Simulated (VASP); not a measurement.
# In3Sb (Pm-3m) in VASP: further runs, part 2 of 2

VASP 6.6.1.

## Step 3: Single point, PBEsol (volume scaled by 0.97)

File INCAR:

```
PREC = Accurate
ENCUT = 500
EDIFF = 1E-6
ISMEAR = 0
SIGMA = 0.1
LREAL = F
LASPH = T
NELM = 120
ALGO = Normal
ISIF = 2
LWAVE = F
LCHARG = T
GGA = PS
LELF = T
LVHAR = T
NBANDS = 30
GGA_COMPAT = F
```

File KPOINTS:

```
regular mesh
0
Gamma
  10 10 10
```

File POSCAR:

```
In3Sb
1.0
    4.6759462813      0.0000000000      0.0000000000
    0.0000000000      4.6759462813      0.0000000000
    0.0000000000      0.0000000000      4.6759462813
In Sb
3 1
Direct
    0.5000000000      0.5000000000      0.0000000000
    0.5000000000      0.0000000000      0.5000000000
    0.0000000000      0.5000000000      0.5000000000
    0.0000000000      0.0000000000      0.0000000000
```

Potentials or basis: VASP PAW PBE potentials, release 64 (In_d, Sb).

Started as:

```bash
> cat potpaw_PBE.64/In_d/POTCAR potpaw_PBE.64/Sb/POTCAR > POTCAR
> mpirun -np 1 vasp_std > vasp.out
```

It took 2.4 min on 1 thread of Intel Xeon 8259CL, shared host; peak memory 0.29 GiB.

It converged, with:

```yaml
Free_energy: -13.4019 eV
Pressure: 1.5 GPa
Band_gap_on_the_k_mesh: zero (band 22 reaches 8.47 eV, above the bottom of band 23 at 4.39 eV)
```

Levels at points of the mesh, in eV from the Fermi level:
| k point | band 19 | band 20 | band 21 | band 22 | band 23 | band 24 | band 25 | band 26 |
| --- | --- | --- | --- | --- | --- | --- | --- | --- |
| (0.00, 0.00, 0.00) | -3.18 | -3.18 | -2.21 | -2.21 | 2.45 | 2.45 | 2.45 | 4.02 |
| (0.50, 0.00, 0.00) | -1.72 | -1.72 | -1.51 | -0.33 | -0.33 | 0.17 | 0.96 | 4.85 |
| (0.50, 0.50, 0.00) | -6.03 | -0.62 | -0.09 | 0.52 | 0.52 | 1.54 | 1.54 | 1.58 |
| (0.50, 0.50, 0.50) | -4.48 | -4.42 | -4.42 | -4.42 | -3.49 | 5.83 | 5.83 | 5.83 |

Caveat: the cell differs from its parent crystal (volume scaled by 0.97); the PAW data sets were made with another functional, which shifts forces and pressure a little; spin-orbit coupling is left out, which moves the levels of the heavy elements.

## Step 4: Single point, PBEsol

This run uses another cell than the first one, of 26.35 Å³/atom, 1.064 times its volume.

File INCAR:

```
SYSTEM = In3Sb
  ALGO = Normal
  EDIFF = 1E-6
  ENCUT = 500
  GGA = PS
  GGA_COMPAT = .False.
  ISIF = 2
  ISMEAR = 0
  LASPH = .True.
  LCHARG = .False.
  LREAL = .False.
  LWAVE = .False.
  NBANDS = 30
  NELM = 120
  PREC = Accurate
  SIGMA = 0.1
```

File KPOINTS:

```
k-points
0
Gamma
  10 10 10
  0 0 0
```

File POSCAR:

```
In3Sb
1.0
    4.7236633146      0.0000000000      0.0000000000
    0.0000000000      4.7236633146      0.0000000000
    0.0000000000      0.0000000000      4.7236633146
In Sb
3 1
Direct
    0.5000000000      0.5000000000      0.0000000000
    0.5000000000      0.0000000000      0.5000000000
    0.0000000000      0.5000000000      0.5000000000
    0.0000000000      0.0000000000      0.0000000000
```

Potentials or basis: VASP PAW PBE potentials, release 64 (In_d, Sb).

Started as:

```bash
> cat potpaw_PBE.64/In_d/POTCAR potpaw_PBE.64/Sb/POTCAR > POTCAR
> mpirun -np 1 vasp_std > vasp.out
```

OUTCAR:

```text
SYSTEM = In3Sb
   EDIFF = 1E-6
   ENCUT = 500
   GGA = PS
   ISIF = 2
   ISMEAR = 0
   LASPH = .True.
   LREAL = .False.
   NELM = 120
   PREC = Accurate

 ion  position               nearest neighbor table
   1  0.500  0.500  0.000-   2 3.34   3 3.34   4 3.34   2 3.34   3 3.34   2 3.34   4 3.34   2 3.34
                             3 3.34   4 3.34   3 3.34   4 3.34
   2  0.500  0.000  0.500-   1 3.34   3 3.34   4 3.34   1 3.34   4 3.34   1 3.34   3 3.34   1 3.34
                             3 3.34   4 3.34   4 3.34   3 3.34
[... 998 lines left out ...]
  --------------------------------------------------------------------------------------
  -------------------------------------------------------------------------------------
  Total        0.0071193      0.0071193      0.0071193      0.0000000      0.0000000     -0.0000000
  in kB        0.1082211      0.1082211      0.1082211      0.0000000      0.0000000     -0.0000000
  external PRESSURE =       0.1082211 kB  Pullay stress =       0.0000000 kB

 VOLUME and BASIS-vectors are now :
 -----------------------------------------------------------------------------
  energy-cutoff  :      500.00
  volume of cell :      105.40
      direct lattice vectors                 reciprocal lattice vectors
     4.723663315  0.000000000  0.000000000     0.211700101  0.000000000  0.000000000
     0.000000000  4.723663315  0.000000000     0.000000000  0.211700101  0.000000000
     0.000000000  0.000000000  4.723663315     0.000000000  0.000000000  0.211700101

 POSITION                                       TOTAL-FORCE (eV/Angst)
 -----------------------------------------------------------------------------------
      2.36183      2.36183      0.00000         0.000000      0.000000      0.000000
      2.36183      0.00000      2.36183         0.000000      0.000000      0.000000
      0.00000      2.36183      2.36183         0.000000      0.000000      0.000000
      0.00000      0.00000      0.00000         0.000000      0.000000      0.000000
 -----------------------------------------------------------------------------------
    total drift:                                0.000000      0.000000      0.000000

  FREE ENERGIE OF THE ION-ELECTRON SYSTEM (eV)
  ---------------------------------------------------
  free  energy   TOTEN  =       -13.4173552458 eV

  energy  without entropy=      -13.4043768543  energy(sigma->0) =      -13.41086605
```

stdout:

```text
POSCAR found type information on POSCAR InSb
 POSCAR found :  2 types and       4 ions
 scaLAPACK will be used
 -----------------------------------------------------------------------------
|                                                                             |
|                                                                             |
|     You enforced a specific xc type in the INCAR file but a different       |
|     I HOPE YOU KNOW WHAT YOU ARE DOING!                                     |
|                                                                             |
 -----------------------------------------------------------------------------

 LDA part: xc-table for (Slater+PW92), standard interpolation
 POSCAR, INCAR and KPOINTS ok, starting setup
 FFT: planning ... GRIDC
 FFT: planning ... GRID_SOFT
 FFT: planning ... GRID
 WAVECAR not read
 entering main loop
```

It took 2 min on 1 thread of Intel Xeon 8259CL, shared host; peak memory 0.3 GiB.

What came out:

* Free energy: -13.4174 eV
* Pressure: 0.0 GPa
* Band gap on the k mesh: zero (band 22 reaches 8.05 eV, above the bottom of band 23 at 4.16 eV)

Levels at points of the mesh, in eV from the Fermi level:
| k point | band 19 | band 20 | band 21 | band 22 | band 23 | band 24 | band 25 | band 26 |
| --- | --- | --- | --- | --- | --- | --- | --- | --- |
| (0.00, 0.00, 0.00) | -3.04 | -3.04 | -2.23 | -2.23 | 2.42 | 2.42 | 2.42 | 3.99 |
| (0.50, 0.00, 0.00) | -1.63 | -1.63 | -1.58 | -0.26 | -0.26 | 0.20 | 1.03 | 4.77 |
| (0.50, 0.50, 0.00) | -5.89 | -0.58 | -0.07 | 0.47 | 0.47 | 1.53 | 1.57 | 1.57 |
| (0.50, 0.50, 0.50) | -4.43 | -4.24 | -4.24 | -4.24 | -3.34 | 5.68 | 5.68 | 5.68 |

Caveat: the PAW data sets were made with another functional, which shifts forces and pressure a little; spin-orbit coupling is left out, which moves the levels of the heavy elements.

## Step 5: Single point, PBEsol (volume scaled by 1.03)

File INCAR:

```
SYSTEM = In3Sb
PREC = Accurate
ENCUT = 500
EDIFF = 1E-6
ISMEAR = 0
SIGMA = 0.1
LREAL = .False.
LASPH = .True.
NELM = 120
ALGO = Normal
ISIF = 2
LWAVE = .False.
LCHARG = .True.
GGA = PS
LELF = .True.
LVHAR = .True.
NBANDS = 30
GGA_COMPAT = .False.
```

File KPOINTS:

```
Automatic mesh
0
Gamma
  10 10 10
  0 0 0
```

File POSCAR:

```
In3Sb
1.0
    4.7704353001      0.0000000000      0.0000000000
    0.0000000000      4.7704353001      0.0000000000
    0.0000000000      0.0000000000      4.7704353001
In Sb
3 1
Direct
    0.5000000000      0.5000000000      0.0000000000
    0.5000000000      0.0000000000      0.5000000000
    0.0000000000      0.5000000000      0.5000000000
    0.0000000000      0.0000000000      0.0000000000
```

Started as:

```bash
> cat potpaw_PBE.64/In_d/POTCAR potpaw_PBE.64/Sb/POTCAR > POTCAR
> mpirun -np 1 vasp_std > vasp.out
```

Run time: 2.5 min. Hardware: 1 thread of Intel Xeon 8259CL, shared host; peak memory 0.3 GiB.

Results (log left out):

```yaml
Free_energy: -13.4056 eV
Pressure: -1.3 GPa
Band_gap_on_the_k_mesh: zero (band 22 reaches 7.68 eV, above the bottom of band 23 at 3.94 eV)
```

Levels at points of the mesh, in eV from the Fermi level:
```
           k point  band 19  band 20  band 21  band 22  band 23  band 24  band 25  band 26
(0.00, 0.00, 0.00)    -2.91    -2.91    -2.25    -2.25     2.39     2.39     2.39     3.95
(0.50, 0.00, 0.00)    -1.64    -1.55    -1.55    -0.20    -0.20     0.23     1.09     4.68
(0.50, 0.50, 0.00)    -5.76    -0.54    -0.06     0.43     0.43     1.49     1.60     1.60
(0.50, 0.50, 0.50)    -4.38    -4.07    -4.07    -4.07    -3.20     5.53     5.53     5.53
```

Caveat: the cell differs from its parent crystal (volume scaled by 1.03); the PAW data sets were made with another functional, which shifts forces and pressure a little; spin-orbit coupling is left out, which moves the levels of the heavy elements.

## Step 6: Summary

```tsv
cell	gap on the mesh (eV)	pressure (GPa)
a = 4.627 Å, 4 atoms	none	3.3
a = 4.676 Å, 4 atoms	none	1.5
a = 4.724 Å, 4 atoms	none	0.0
a = 4.770 Å, 4 atoms	none	-1.3
```

Alike in all rows: task single point; level PBEsol; potentials or basis VASP PAW PBE potentials, release 64 (In_d, Sb); no spin polarisation; k mesh 10 × 10 × 10; cutoff (eV) 500; smearing gaussian 0.1 eV.

Caveats: the PAW data sets were made with another functional, which shifts forces and pressure a little; spin-orbit coupling is left out, which moves the levels of the heavy elements.

Absolute energies hang on the potentials; compare differences alone.
